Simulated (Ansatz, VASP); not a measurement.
# Li4SO: VASP beside Ansatz

```
Li S O
1.0
     1.84328    1.06422    5.81901
    -1.84328    1.06422    5.81901
     0.00000   -2.12844    5.81901
Li S O
4 1 1
Direct
  0.61145 0.61145 0.61145
  0.13649 0.13649 0.13649
  0.86351 0.86351 0.86351
  0.38855 0.38855 0.38855
  0.00000 0.00000 0.00000
  0.50000 0.50000 0.50000
```

Alike in both runs: task relaxation of cell and atoms; functional PBEsol; k mesh 9 × 9 × 9; no spin polarisation.

```csv
,VASP,Ansatz
version,VASP 6.6.1,Ansatz 0.2.0
potentials or method,"VASP PAW PBE potentials, release 64 (Li_sv, S, O), cutoff 600 eV","scalar-relativistic, plane waves, PAW"
occupations,"gaussian, width 0.01 eV",fixed
valence electrons in the cell,24,24
```

|  | VASP | Ansatz | Ansatz less VASP |
| --- | --- | --- | --- |
| gap on the k mesh at the Fermi level, each at its own relaxed structure (eV) | 2.96 | 2.96 | +0.005 |
| relaxed volume (Å³/atom) | 11.40 | 11.42 | +0.015 |
| relaxed length of the cell vector where the two differ most in proportion (Å) | 6.198 | 6.196 | -0.0019 |

VASP's potentials were made for PBE, not for PBEsol.

Noted on VASP's run: the cutoff is under 1.25 times that of the potentials, so the pressure is a little rough.
